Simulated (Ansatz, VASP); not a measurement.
**CdSe in VASP and in Ansatz**

```
Cd Se
1.0
     0.00000    3.07027    3.07027
     3.07027    0.00000    3.07027
     3.07027    3.07027    0.00000
Cd Se
1 1
Direct
  0.00000 0.00000 0.00000
  0.25000 0.25000 0.25000
```

Alike in both runs: task single point; functional PBE; k mesh 4 × 4 × 4; occupations fermi-dirac, width 0.06 eV; no spin polarisation.

|  | VASP | Ansatz |
| --- | --- | --- |
| version | VASP 6.6.1 | Ansatz 0.2.0 |
| potentials or method | VASP PAW PBE potentials, release 64 (Cd, Se), cutoff 520 eV | all-electron LAPW, scalar-relativistic |

|  | VASP | Ansatz | Ansatz less VASP |
| --- | --- | --- | --- |
| gap on the k mesh at the Fermi level (eV) | 0.53 | 0.54 | +0.001 |
| least direct gap on the mesh (eV) | 0.53 | 0.54 | +0.001 |
| pressure (GPa) | 1.8 | 1.5 | -0.26 |

Ansatz ran all-electron here, and VASP with PAW potentials.

The k mesh is coarse, so the values compare programs but aren't converged.
